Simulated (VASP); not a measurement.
Here is a VASP 6.6.1 calculation.

INCAR

```
SYSTEM = ZnCu
ALGO = Fast
EDIFF = 1E-7
ENCUT = 520
GGA = PE
ISIF = 2
ISMEAR = 0
LASPH = .TRUE.
LCHARG = .TRUE.
LELF = .TRUE.
LREAL = .FALSE.
LVHAR = .TRUE.
LWAVE = .FALSE.
NBANDS = 18
NELM = 100
PREC = Accurate
SIGMA = 0.15
```

The input KPOINTS:

```
k-points
0
G
  16 16 16
  0 0 0
```

Contents of POSCAR:

```
ZnCu
1.0
    3.0775693820     -0.1963245033     -0.1963245033
   -0.1963245033      3.0775693820     -0.1963245033
   -0.1963245033     -0.1963245033      3.0775693820
Zn Cu
1 1
Direct
    0.5000000000      0.5000000000      0.5000000000
    0.0000000000      0.0000000000      0.0000000000
```

Potentials or basis: VASP PAW PBE potentials, release 64 (Zn, Cu).

The run is started by

```bash
$ cat potpaw_PBE.64/Zn/POTCAR potpaw_PBE.64/Cu/POTCAR > POTCAR
$ mpirun -np 1 vasp_std > vasp.out
```

**Question.** What does it give for the band gap on the k mesh?

**Answer.** Zero (an odd number of electrons rules out a gap without spin polarisation).

**Question.** What does it give for the pressure?

**Answer.** -2.0 GPa.

Stress tensor (GPa, compression positive):
```
-2.01 12.31 12.31
12.31 -2.01 12.31
12.31 12.31 -2.01
```
